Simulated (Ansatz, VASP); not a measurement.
# C in VASP and in Ansatz

```
C
1.0
     2.53880    0.00000    0.00000
    -1.26940    2.19867    0.00000
     0.00000    0.00000    8.29165
C
8
Direct
  0.66667 0.33333 0.84375
  0.33333 0.66667 0.34375
  0.66667 0.33333 0.65625
  0.33333 0.66667 0.15625
  0.00000 0.00000 0.90625
  0.00000 0.00000 0.40625
  0.00000 0.00000 0.59375
  0.00000 0.00000 0.09375
```

Alike in both runs: task single point; functional PBE exchange alone; k mesh 12 × 12 × 4; occupations fermi-dirac, width 0.05 eV; no spin polarisation.

|  | VASP | Ansatz |
| --- | --- | --- |
| version | VASP 6.6.1 | Ansatz 0.2.0 |
| potentials or method | VASP PAW PBE potentials, release 64 (C) | Ansatz PAW |
| plane-wave cutoff (eV) | 520 | 420 |
| valence electrons in the cell | 32 | 32 |

|  | VASP | Ansatz | Ansatz less VASP |
| --- | --- | --- | --- |
| gap on the k mesh at the Fermi level (eV) | 4.72 | 4.72 | +0.003 |
| least direct gap on the mesh (eV) | 5.28 | 5.28 | -0.004 |
| pressure (GPa) | 23.7 | 23.3 | -0.44 |
| traceless stress, the component that is largest in VASP (GPa) | 7.94 | 7.96 | +0.012 |
| rms of the force components (eV/Å) | 0.183 | 0.183 | -0.0002 |

VASP's potentials were made for PBE, not for PBE exchange alone. Atom by atom the forces differ by 0.001 eV/Å (rms over components).

Noted on Ansatz's run: Pulay correction over one GPa.
